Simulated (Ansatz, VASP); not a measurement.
# Two plane-wave programs on Pt

Contents of INCAR:

```
ALGO = Normal
EDIFF = 1E-6
ENCUT = 500
GGA = PE
GGA_COMPAT = False
ISIF = 2
ISMEAR = 0
LASPH = True
LCHARG = True
LELF = True
LREAL = False
LVHAR = True
LWAVE = False
NBANDS = 11
NELM = 120
PREC = Accurate
SIGMA = 0.1
```

Contents of KPOINTS:

```
k-points
0
Gamma
  8 8 8
```

POSCAR

```
Pt
1.0
    2.5488412403      0.0000000000      0.0000000000
    0.0000000000      2.5488412403      0.0000000000
    0.0000000000      0.0000000000      2.5488412403
Pt
1
Direct
    0.0000000000      0.0000000000      0.0000000000
```

Input for Ansatz:

```yaml
crystal:
  lattice:
    - [2.5488412403, 0.0, 0.0]
    - [0.0, 2.5488412403, 0.0]
    - [0.0, 0.0, 2.5488412403]
  atoms:
    - { symbol: Pt, position: [0.0, 0.0, 0.0] }
basis:
  ecutwfc: 420
kpoints:
  mp_grid: { grid: [8, 8, 8] }
hamiltonian:
  xc: pbe
scf:
  occupations: { method: gaussian, width: 0.1 }
  lower_state_search: "off"
output:
  forces: true
  stress: true
  eigenvalues: true
```

Alike in both runs: task single point; functional PBE; k mesh 8 × 8 × 8; occupations gaussian, width 0.1 eV; no spin polarisation.

```csv
,VASP,Ansatz
version,VASP 6.6.1,Ansatz 0.2.0
potentials or method,"VASP PAW PBE potentials, release 64 (Pt), cutoff 500 eV","scalar-relativistic, plane waves, PAW"
valence electrons in the cell,10,18
```

|  | VASP | Ansatz | Ansatz less VASP |
| --- | --- | --- | --- |
| gap on the k mesh at the Fermi level (eV) | none | none | - |
| pressure (GPa) | 20.6 | 21.2 | +0.61 |

A gap of «none» marks a metal or a gap that the smearing closes. VASP's potentials hold 10 valence electrons a cell and Ansatz's 18, so a difference there can come from the potentials and not from the codes.

Neither program's run includes spin-orbit coupling.
